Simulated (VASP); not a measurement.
Write the native input for VASP 6.6.1 that does the following.

| Item | Value |
| --- | --- |
| Task | single point |
| Functional | PBEsol |
| Potentials or basis | VASP PAW PBE potentials, release 64 (Ag) |
| Cutoff | 520 eV |
| k mesh | 11 × 11 × 3 |
| Occupations | fermi-dirac, width 0.05 eV |
| Spin | no spin polarisation |
| Dipole correction | no |
| Further INCAR settings | ALGO = Fast; EDIFF = 1e-07; NBANDS = 30 |

The structure of Ag lies in POSCAR:

```
Ag
1.0
    2.8527720561      0.0000000000      0.0000000000
   -1.4263860281      2.4705730718      0.0000000000
    0.0000000000      0.0000000000      9.4534749676
Ag
4
Direct
    0.0000000000      0.0000000000      0.5000000000
    0.0000000000      0.0000000000      0.0000000000
    0.6666666667      0.3333333333      0.7500000000
    0.3333333333      0.6666666667      0.2500000000
```

This isn't the form of Ag at room conditions, which is fcc.

The input as run:

INCAR

```
SYSTEM = Ag
PREC = Accurate
ENCUT = 520
EDIFF = 1E-7
ISMEAR = -1
SIGMA = 0.05
LREAL = .FALSE.
LASPH = .TRUE.
NELM = 100
ALGO = Fast
ISIF = 2
LWAVE = .FALSE.
LCHARG = .FALSE.
GGA = PS
NBANDS = 30
```

KPOINTS

```
regular mesh
0
G
  11 11 3
  0 0 0
```

Potentials or basis: VASP PAW PBE potentials, release 64 (Ag).

Run with:

```sh
$ cat potpaw_PBE.64/Ag/POTCAR > POTCAR
$ mpirun -np 1 vasp_std > vasp.out
```

It gave:

```yaml
Pressure: -0.2 GPa
Band_gap_on_the_k_mesh: zero (bands 22 and 23 overlap by 5.83 eV)
```

Caveat: the PAW data sets were made with another functional, which shifts forces and pressure a little.

Run time: 57 s on 1 thread of Intel(R) Xeon(R) Platinum 8488C (Sapphire Rapids) (shared host), peak memory 0.21 GiB.
